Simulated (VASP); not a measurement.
# Rh: single point with PBE

Crystal: Rh.

```
CELL_PARAMETERS angstrom
0.00000 1.91606 1.91606
1.91606 0.00000 1.91606
1.91606 1.91606 0.00000
ATOMIC_POSITIONS crystal
Rh 0.00000 0.00000 0.00000
```

```
Program                : VASP 6.6.1
Task                   : single point
Functional             : PBE
Potentials or basis    : VASP PAW PBE potentials, release 64 (Rh_pv)
Cutoff                 : 520 eV
k mesh                 : 14 × 14 × 14
Occupations            : fermi-dirac, width 0.6 eV
Spin                   : no spin polarisation
Dipole correction      : no
Further INCAR settings : ALGO = Normal; EDIFF = 1e-07; NBANDS = 14
```

* Pressure: 11.6 GPa

Levels at points of the mesh, in eV from the Fermi level:
```
           k point  band 4  band 5  band 6  band 7  band 8  band 9  band 10  band 11
(0.00, 0.00, 0.00)   -7.88   -3.00   -3.00   -3.00   -0.99   -0.99    15.92    20.67
(0.50, 0.00, 0.00)   -5.98   -3.08   -3.08    0.53    0.53    0.66     8.36    15.40
(0.50, 0.50, 0.00)   -6.17   -5.78    0.49    0.94    0.94    3.16    11.92    13.10
```

Wall time 28 s on 1 thread of Intel Xeon 8259CL (shared host), peak memory 0.14 GiB.
